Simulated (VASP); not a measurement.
Write the native input for VASP 6.6.1 that does the following.

| Quantity | Value |
| --- | --- |
| Task | single point |
| Functional | revPBE |
| Potentials or basis | VASP PAW PBE potentials, release 64 (Hg, Te) |
| Cutoff | 520 eV |
| k mesh | 7 × 7 × 7 |
| Occupations | fermi-dirac, width 0.05 eV |
| Spin | no spin polarisation |
| Dipole correction | no |
| Further INCAR settings | ALGO = Normal; EDIFF = 1e-06; NBANDS = 16 |

The structure of HgTe (Coloradoite) lies in POSCAR:

```
HgTe
1.0
    0.0000000000      3.3660401332      3.3660401332
    3.3660401332      0.0000000000      3.3660401332
    3.3660401332      3.3660401332      0.0000000000
Hg Te
1 1
Direct
    0.0000000000      0.0000000000      0.0000000000
    0.7500000000      0.7500000000      0.7500000000
```

One way to write it, as run:

INCAR

```
ALGO = Normal ; EDIFF = 1E-6
ENCUT = 520 ; GGA = RE
ISIF = 2 ; ISMEAR = -1
LASPH = True ; LCHARG = False
LREAL = False ; LWAVE = False
NBANDS = 16 ; NELM = 100
PREC = Accurate ; SIGMA = 0.05
```

KPOINTS

```
k-points
0
Gamma
  7 7 7
```

Potentials or basis: VASP PAW PBE potentials, release 64 (Hg, Te).

Run with:

```console
$ cat potpaw_PBE.64/Hg/POTCAR potpaw_PBE.64/Te/POTCAR > POTCAR
$ mpirun -np 1 vasp_std > vasp.out
```

It gave:

The pressure is 0.0 GPa. The band gap on the k mesh is zero (filled and empty bands touch).

Caveat: the PAW data sets were made with another functional, which shifts forces and pressure a little; spin-orbit coupling is left out, which moves the levels of the heavy elements.

It took 37 s on 1 thread of Intel Xeon 8259CL, with other jobs on the host, peak memory 0.22 GiB.
